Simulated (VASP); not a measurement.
A run of VASP 6.6.1 is set up as follows.

Contents of INCAR:

```
  PREC = Accurate
  ENCUT = 520
  EDIFF = 1E-8
  ISMEAR = -1
  SIGMA = 0.08
  LREAL = False
  LASPH = True
  NELM = 60
  ALGO = Normal
  ISIF = 2
  LWAVE = False
  LCHARG = False
  GGA = PE
  LEFG = True
  NBANDS = 19
```

The input KPOINTS:

```
Automatic mesh
0
Gamma
  12 12 12
```

File POSCAR:

```
BiIr
1.0
    0.0562507494      2.8406628450      2.8406628450
    2.8406628450      0.0562507494      2.8406628450
    2.8406628450      2.8406628450      0.0562507494
Ir Bi
1 1
Direct
    0.0000000000      0.0000000000      0.0000000000
    0.5000000000      0.5000000000      0.5000000000
```

Potentials or basis: VASP PAW PBE potentials, release 64 (Ir, Bi_d).

Run with:

```bash
$ cat potpaw_PBE.64/Ir/POTCAR potpaw_PBE.64/Bi_d/POTCAR > POTCAR
$ mpirun -np 1 vasp_std > vasp.out
```

Predict the band gap on the k mesh.

zero (bands 12 and 13 overlap by 2.41 eV).

Estimate the pressure.

0.1 GPa.

Electric field gradients, principal values (V/Å²):
| atom | least | middle | greatest (by size) |
| --- | --- | --- | --- |
| 1 Ir | 4.259 | 4.259 | -8.519 |
| 2 Bi | 10.108 | 10.108 | -20.216 |

Caveat: the cell differs from its parent crystal (equal xy, yz and zx shear strains of +2 %); without QUAD_EFG the Cq values of the log hold for a quadrupole moment of 1 mb, not for the nuclei; spin-orbit coupling is left out, which moves the levels of the heavy elements.
